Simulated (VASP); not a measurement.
# GaP2 (P-3m1) in VASP: notebook

The runs below take GaP2 through single point, relaxation of cell and atoms, with PBE.

Everything below comes from runs of VASP 6.6.1. Logs are shortened: lines on timing, memory, paths and dates and some standing lists are left out, and cuts for length are marked.

### 1 The cell of the first run

The structure is trigonal, space group P-3m1 (No. 164). The conventional cell has a = 3.789 Å, b = 3.789 Å, c = 10.106 Å, α = 90.00°, β = 90.00°, γ = 120.00°. Ga (site symmetry 3m) has 4 P at 2.32 to 2.51 Å within 3.1 Å. P (site symmetry 3m) has 3 P at 2.34 Å and 1 Ga at 2.51 Å within 3.1 Å. P (site symmetry 3m) has 3 Ga at 2.32 Å within 3.1 Å.

### 2 Single point, PBE

File INCAR:

```
ALGO = Normal
EDIFF = 1E-7
ENCUT = 520
GGA = PE
ISIF = 2
ISMEAR = 0
LASPH = T
LCHARG = T
LELF = T
LREAL = F
LVHAR = T
LWAVE = F
NBANDS = 32
NELM = 60
PREC = Accurate
SIGMA = 0.2
```

File KPOINTS:

```
k-points
0
Gamma
  5 5 2
```

File POSCAR:

```
GaP2
1.0
    3.7885441109      0.0000000000      0.0000000000
   -1.8942720554      3.2809754434      0.0000000000
    0.0000000000      0.0000000000     10.1058414468
Ga P
2 4
Direct
    0.6666666667      0.3333333333      0.7102621646
    0.3333333333      0.6666666667      0.2897378354
    0.3333333333      0.6666666667      0.0413628984
    0.6666666667      0.3333333333      0.9586371016
    0.6666666667      0.3333333333      0.3673133607
    0.3333333333      0.6666666667      0.6326866393
```

Potentials or basis: VASP PAW PBE potentials, release 64 (Ga_d, P).

Command:

```
> cat potpaw_PBE.64/Ga_d/POTCAR potpaw_PBE.64/P/POTCAR > POTCAR
> mpirun -np 1 vasp_std > vasp.out
```

OUTCAR:

```text
EDIFF = 1E-7
   ENCUT = 520
   GGA = PE
   ISIF = 2
   ISMEAR = 0
   LASPH = T
   LREAL = F
   NELM = 60
   PREC = Accurate

 ion  position               nearest neighbor table
   1  0.667  0.333  0.710-   6 2.32   6 2.32   6 2.32   4 2.51
   2  0.333  0.667  0.290-   5 2.32   5 2.32   5 2.32   3 2.51
   3  0.333  0.667  0.041-   4 2.34   4 2.34   4 2.34   2 2.51
   4  0.667  0.333  0.959-   3 2.34   3 2.34   3 2.34   1 2.51
   5  0.667  0.333  0.367-   2 2.32   2 2.32   2 2.32
   6  0.333  0.667  0.633-   1 2.32   1 2.32   1 2.32

  LATTYP: Found a hexagonal cell.
 ALAT       =     3.7885441109
 C/A-ratio  =     2.6674736128

  Lattice vectors:

 A1 = (   3.7885441109,   0.0000000000,   0.0000000000)
 A2 = (  -1.8942720554,   3.2809754434,   0.0000000000)
 A3 = (   0.0000000000,   0.0000000000,  10.1058414468)

Analysis of symmetry for initial positions (statically):
=====================================================================
 Subroutine PRICEL returns:
 Original cell was already a primitive cell.

 Routine SETGRP: Setting up the symmetry group for a
 hexagonal supercell.

 Subroutine GETGRP returns: Found 12 space group operations
 (whereof 12 operations were pure point group operations)
 out of a pool of 24 trial point group operations.

The static configuration has the point symmetry D_3d.

Analysis of symmetry for dynamics (positions and initial velocities):
=====================================================================
 Subroutine PRICEL returns:
 Original cell was already a primitive cell.

 Routine SETGRP: Setting up the symmetry group for a
 hexagonal supercell.

 Subroutine GETGRP returns: Found 12 space group operations
 (whereof 12 operations were pure point group operations)
 out of a pool of 24 trial point group operations.

The dynamic configuration has the point symmetry D_3d.

 Subroutine INISYM returns: Found 12 space group operations
 (whereof 12 operations are pure point group operations),
 and found     1 'primitive' translations

----------------------------------------------------------------------------------------

                                     Primitive cell

  volume of cell :     125.6168

  direct lattice vectors                    reciprocal lattice vectors
     3.788544111  0.000000000  0.000000000     0.263953638  0.152393704  0.000000000
    -1.894272055  3.280975443  0.000000000     0.000000000  0.304787408  0.000000000
     0.000000000  0.000000000 10.105841447     0.000000000  0.000000000  0.098952671

  length of vectors
     3.788544111  3.788544111 10.105841447     0.304787408  0.304787408  0.098952671

  position of ions in fractional coordinates (direct lattice)
     0.666666667  0.333333333  0.710262165
     0.333333333  0.666666667  0.289737835
     0.333333333  0.666666667  0.041362898
     0.666666667  0.333333333  0.958637102
     0.666666667  0.333333333  0.367313361
     0.333333333  0.666666667  0.632686639

  ion indices of the primitive-cell ions
   primitive index   ion index
                 1           1
                 2           2
                 3           3
                 4           4
                 5           5
                 6           6

----------------------------------------------------------------------------------------

 KPOINTS: k-points

Automatic generation of k-mesh.
 Grid dimensions read from file:
 generate k-points for:    5    5    2

 Generating k-lattice:

  Cartesian coordinates                     Fractional coordinates (reciprocal lattice)
     0.052790728  0.030478741  0.000000000     0.200000000  0.000000000  0.000000000
     0.000000000  0.060957482  0.000000000     0.000000000  0.200000000  0.000000000
     0.000000000  0.000000000  0.049476335     0.000000000  0.000000000  0.500000000

  Length of vectors
     0.060957482  0.060957482  0.049476335

  Shift w.r.t. Gamma in fractional coordinates (k-lattice)
     0.000000000  0.000000000  0.000000000

 Subroutine IBZKPT returns following result:
 ===========================================

 Found     10 irreducible k-points:

 Following reciprocal coordinates:
            Coordinates               Weight
  0.000000  0.000000  0.000000      1.000000
  0.200000  0.000000  0.000000      6.000000
  0.400000  0.000000  0.000000      6.000000
  0.200000  0.200000  0.000000      6.000000
  0.400000  0.200000  0.000000      6.000000
  0.000000  0.000000  0.500000      1.000000
  0.200000  0.000000  0.500000      6.000000
  0.400000  0.000000  0.500000      6.000000
  0.200000  0.200000  0.500000      6.000000
  0.400000  0.200000  0.500000      6.000000
   k-points           NKPTS =     10   k-points in BZ     NKDIM =     10   number of bands    NBANDS=     32
   number of dos      NEDOS =    301   number of ions     NIONS =      6
   total plane-waves  NPLWV =  62720
   dimension x,y,z NGX =    28 NGY =   28 NGZ =   80
   dimension x,y,z NGXF=    56 NGYF=   56 NGZF=  160
   ions per type =               2   4
   NGX,Y,Z   is equivalent  to a cutoff of  12.29, 12.29, 13.16 a.u.
   NGXF,Y,Z  is equivalent  to a cutoff of  24.57, 24.57, 26.32 a.u.
 SYSTEM =  unknown system
   PREC   = accura    normal or accurate (medium, high low for compatibility)
   ISTART =      0    job   : 0-new  1-cont  2-samecut
   ICHARG =      2    charge: 1-file 2-atom 10-const
   ISPIN  =      1    spin polarized calculation?
   LNONCOLLINEAR =      F non collinear calculations
   LSORBIT =      F    spin-orbit coupling
   LASPH  =      T    aspherical Exc in radial PAW
   ENCUT  =  520.0 eV  38.22 Ry    6.18 a.u.   7.04  7.04 18.79*2*pi/ulx,y,z
   NELM   =     60;   NELMIN=  2; NELMDL= -5     # of ELM steps
   EDIFF  = 0.1E-06   stopping-criterion for ELM
   LREAL  =      F    real-space projection
   EDIFFG = 0.1E-05   stopping-criterion for IOM
   NSW    =      0    number of steps for IOM
   IBRION =     -1    ionic relax: 0-MD 1-quasi-New 2-CG
   NFREE  =      0    steps in history (QN), initial steepest desc. (CG)
   ISIF   =      2    stress and relaxation
   ISYM   =      2    0-nonsym 1-usesym 2-fastsym
   POTIM  = 0.5000    time-step for ionic-motion
   TEBEG  =    0.0;   TEEND  =   0.0 temperature during run
   PSTRESS=    0.0 pullay stress
   NELECT =      46.0000    total number of electrons
   NUPDOWN=      -1.0000    fix difference up-down
   EMIN   =  10.00;   EMAX   =-10.00  energy-range for DOS
   EFERMI =   0.00;   METHOD = LEGACY
   ISMEAR =     0;   SIGMA  =   0.20  broadening in eV -4-tet -1-fermi 0-gaus
   EFERMI_NEDOS =   21; number of points for ismear=-14 and -15
   IALGO  =     38    algorithm
   IMIX   =      4    mixing-type and parameters
     AMIX     =   0.40;   BMIX     =  1.00
     AMIX_MAG =   1.60;   BMIX_MAG =  1.00
  volume/ion in A,a.u.               =      20.94       141.28
  Fermi-wavevector in a.u.,A,eV,Ry     =   1.171237  2.213317 18.664424  1.371796
  Thomas-Fermi vector in A             =   2.307684
   LORBIT       =      0    0 simple, 1 ext, 2 COOP (PROOUT), +10 PAW based schemes
   GGA     = PE    functional components
   LHFCALC =     F    Hartree Fock is set to
   AEXX    =    0.0000 exact exchange contribution
   IVDW    =     0    specifies the selected vdW correction
   LEPSILON=     F    determine dielectric tensor
   LRPA    =     F    only Hartree local field effects (RPA)
 non-spin polarized calculation
 Gauss-broadening in eV      SIGMA  =   0.20
  energy-cutoff  :      520.00
  volume of cell :      125.62
 maximum number of plane-waves:      3408
   NGX = 15   NGY = 15   NGZ = 37

 number of electron      46.0000004 magnetization

 Free energy of the ion-electron system (eV)
  ---------------------------------------------------
  ext. energy  EPLUGINS =         0.00000000
  ---------------------------------------------------
  free energy    TOTEN  =       -27.07303757 eV

  energy without entropy =      -27.03236079  energy(sigma->0) =      -27.05269918

 E-fermi :   4.4425     XC(G=0):  -9.6351

 val. band max:        4.3333246336   @ k =   0.0000   0.0000   0.0000
 cond. band min:       4.5851033471   @ k =   0.0000   0.0000   0.0000
 fundamental gap:      0.2517787135
 Fermi energy:         4.4424713267

 k-point     1 :       0.0000    0.0000    0.0000
  band No.  band energies     occupation
      1     -10.0100      2.00000
      2      -9.9097      2.00000
      3      -9.8393      2.00000
      4      -9.8393      2.00000
      5      -9.8375      2.00000
      6      -9.8375      2.00000
[... 24 lines left out ...]
     31       9.7116      0.00000
     32       9.7117      0.00000

 k-point     2 :       0.2000    0.0000    0.0000
  band No.  band energies     occupation
      1      -9.9451      2.00000
      2      -9.9123      2.00000
      3      -9.8625      2.00000
      4      -9.8441      2.00000
      5      -9.8297      2.00000
      6      -9.8275      2.00000
[... 24 lines left out ...]
     31      10.2451      0.00000
     32      10.4046      0.00000

 k-point     3 :       0.4000    0.0000    0.0000
  band No.  band energies     occupation
      1      -9.9325      2.00000
      2      -9.9319      2.00000
      3      -9.8571      2.00000
      4      -9.8406      2.00000
      5      -9.8201      2.00000
      6      -9.8174      2.00000
[... 24 lines left out ...]
     31      11.0718      0.00000
     32      11.1439      0.00000

 k-point     4 :       0.2000    0.2000    0.0000
  band No.  band energies     occupation
      1      -9.9231      2.00000
      2      -9.9217      2.00000
      3      -9.8643      2.00000
      4      -9.8437      2.00000
      5      -9.8245      2.00000
      6      -9.8207      2.00000
[... 164 lines left out ...]
     31      11.1458      0.00000
     32      11.5713      0.00000

 k-point     9 :       0.2000    0.2000    0.5000
  band No.  band energies     occupation
      1      -9.9278      2.00000
      2      -9.9187      2.00000
      3      -9.8577      2.00000
      4      -9.8483      2.00000
      5      -9.8234      2.00000
      6      -9.8218      2.00000
[... 24 lines left out ...]
     31      10.3712      0.00000
     32      10.5537      0.00000

 k-point    10 :       0.4000    0.2000    0.5000
  band No.  band energies     occupation
      1      -9.9299      2.00000
      2      -9.9275      2.00000
      3      -9.8459      2.00000
      4      -9.8449      2.00000
      5      -9.8239      2.00000
      6      -9.8213      2.00000
[... 24 lines left out ...]
     31      10.5223      0.00000
     32      10.6595      0.00000

------------------------ aborting loop because EDIFF is reached ----------------------------------------

  FORCE on cell =-STRESS in cart. coord.  units (eV):
  Direction    XX          YY          ZZ          XY          YZ          ZX
  --------------------------------------------------------------------------------------
  -------------------------------------------------------------------------------------
  Total        0.0673206      0.0673206     -0.2340204      0.0000000      0.0000000     -0.0000000
  in kB        0.8586399      0.8586399     -2.9848082      0.0000000      0.0000000     -0.0000000
  external PRESSURE =      -0.4225095 kB  Pullay stress =       0.0000000 kB

 VOLUME and BASIS-vectors are now :
 -----------------------------------------------------------------------------
  energy-cutoff  :      520.00
  volume of cell :      125.62
      direct lattice vectors                 reciprocal lattice vectors
     3.788544111  0.000000000  0.000000000     0.263953638  0.152393704  0.000000000
    -1.894272055  3.280975443  0.000000000     0.000000000  0.304787408  0.000000000
     0.000000000  0.000000000 10.105841447     0.000000000  0.000000000  0.098952671

 POSITION                                       TOTAL-FORCE (eV/Angst)
 -----------------------------------------------------------------------------------
      1.89427      1.09366      7.17780        -0.000000     -0.000000      0.027685
     -0.00000      2.18732      2.92804         0.000000      0.000000     -0.027685
     -0.00000      2.18732      0.41801        -0.000000      0.000000      0.028019
      1.89427      1.09366      9.68783        -0.000000      0.000000     -0.028019
      1.89427      1.09366      3.71201        -0.000000      0.000000     -0.004301
     -0.00000      2.18732      6.39383         0.000000      0.000000      0.004301
 -----------------------------------------------------------------------------------
    total drift:                                0.000000      0.000000      0.000000

  FREE ENERGIE OF THE ION-ELECTRON SYSTEM (eV)
  ---------------------------------------------------
  free  energy   TOTEN  =       -27.0730375750 eV

  energy  without entropy=      -27.0323607880  energy(sigma->0) =      -27.05269918
```

Run time: 25 s. Hardware: 1 thread of Intel Xeon 6975P-C (Granite Rapids), shared host; peak memory 0.23 GiB.

Results:

```yaml
Free_energy: -27.0730 eV
Pressure: 0.0 GPa
Largest_force: 0.028 eV/Å
Band_gap_on_the_k_mesh: zero (bands 23 and 24 overlap by 0.43 eV)
```

Forces on the atoms (eV/Å):
```
Ga   0.000  0.000  0.028
Ga   0.000  0.000 -0.028
P    0.000  0.000  0.028
P    0.000  0.000 -0.028
P    0.000  0.000 -0.004
P    0.000  0.000  0.004
```

Stress tensor (GPa, compression positive):
```
 0.09  0.00  0.00
 0.00  0.09  0.00
 0.00  0.00 -0.30
```

Caveat: the k points lie up to 0.38 Å⁻¹ apart; semilocal functionals underestimate gaps, and a narrow one can read as zero.

### 3 Relaxation of cell and atoms, PBE

This run uses another cell than the first one, of 19.56 Å³/atom.

File INCAR:

```
ALGO = Normal
EDIFF = 1E-6
EDIFFG = -0.08
ENCUT = 600
GGA = PE
IBRION = 2
ISIF = 3
ISMEAR = 0
LASPH = T
LCHARG = F
LREAL = F
LWAVE = F
NELM = 60
NSW = 36
PREC = Accurate
SIGMA = 0.2
```

KPOINTS is that of step 2.

File POSCAR:

```
GaP2
1.0
    3.7000000000      0.0000000000      0.0000000000
   -1.8500000000      3.2042939900      0.0000000000
    0.0000000000      0.0000000000      9.9000000000
Ga P
2 4
Direct
    0.6666666700      0.3333333300      0.7260000000
    0.3333333300      0.6666666700      0.2740000000
    0.3333333300      0.6666666700      0.0360000000
    0.6666666700      0.3333333300      0.9640000000
    0.6666666700      0.3333333300      0.3800000000
    0.3333333300      0.6666666700      0.6200000000
```

Potentials or basis: VASP PAW PBE potentials, release 64 (Ga_d, P).

Command:

```
> cat potpaw_PBE.64/Ga_d/POTCAR potpaw_PBE.64/P/POTCAR > POTCAR
> mpirun -np 1 vasp_std > vasp.out
```

Wall time 1.7 min (1 thread of Intel Xeon 6975P-C (Granite Rapids), shared host); peak memory 0.27 GiB.

The run converged. Its results:

```yaml
Free_energy: -27.0715 eV
Relaxed_volume: 20.86 Å³/atom
Relaxed_cell: a = 3.788 Å, b = 3.788 Å, c = 10.073 Å, α = 90.00°, β = 90.00°, γ = 120.00°
Space_group_after_relaxing_to_0.1_Å: P-3m1 (No. 164)
Energy_gained_by_relaxing: 47.2 meV/atom
Ionic_steps: 8
Pressure_after_relaxing: -0.1 GPa
Largest_force_after_relaxing: 0.045 eV/Å
Band_gap_on_the_k_mesh: zero (bands 23 and 24 overlap by 0.44 eV)
```

Forces on the atoms (eV/Å):
```
Ga   0.000  0.000 -0.012
Ga   0.000  0.000  0.012
P    0.000  0.000 -0.038
P    0.000  0.000  0.038
P    0.000  0.000 -0.045
P    0.000  0.000  0.045
```

Step by step:
```
step  energy change (eV)  largest force (eV/Å)  pressure (GPa)  volume (Å³)
   1              0.0000                1.1375            2.24       117.37
   2             -0.1655                0.6052            0.10       122.08
   3             -0.2177                0.4212           -1.56       126.85
   4             -0.2733                0.1359            0.31       124.16
   5             -0.2750                0.0921            0.75       123.62
   6             -0.2815                0.1552           -0.04       125.00
   7             -0.2820                0.1081            0.12       124.73
   8             -0.2833                0.0449           -0.08       125.18
```

Final structure:
```
CELL_PARAMETERS angstrom
3.78824 0.00000 0.00000
-1.89412 3.28072 0.00000
0.00000 0.00000 10.07267
ATOMIC_POSITIONS crystal
Ga 0.66667 0.33333 0.70993
Ga 0.33333 0.66667 0.29007
P 0.33333 0.66667 0.04176
P 0.66667 0.33333 0.95824
P 0.66667 0.33333 0.36889
P 0.33333 0.66667 0.63111
```

Levels at points of the mesh, in eV from the Fermi level:
```
           k point  band 20  band 21  band 22  band 23  band 24  band 25  band 26  band 27
(0.00, 0.00, 0.00)    -0.23    -0.23    -0.10     0.16     0.16     1.23     1.23     2.97
(0.00, 0.00, 0.50)    -0.29    -0.29     0.24     0.24     1.17     1.22     1.22     2.66
```

Caveat: the k points lie up to 0.38 Å⁻¹ apart in the final cell; semilocal functionals underestimate gaps, and a narrow one can read as zero; the relaxation stopped at a loose force limit of 0.08 eV/Å, so its end isn't a converged minimum.

The gap in the log of VASP goes by the Fermi energy; the results here count the filled bands.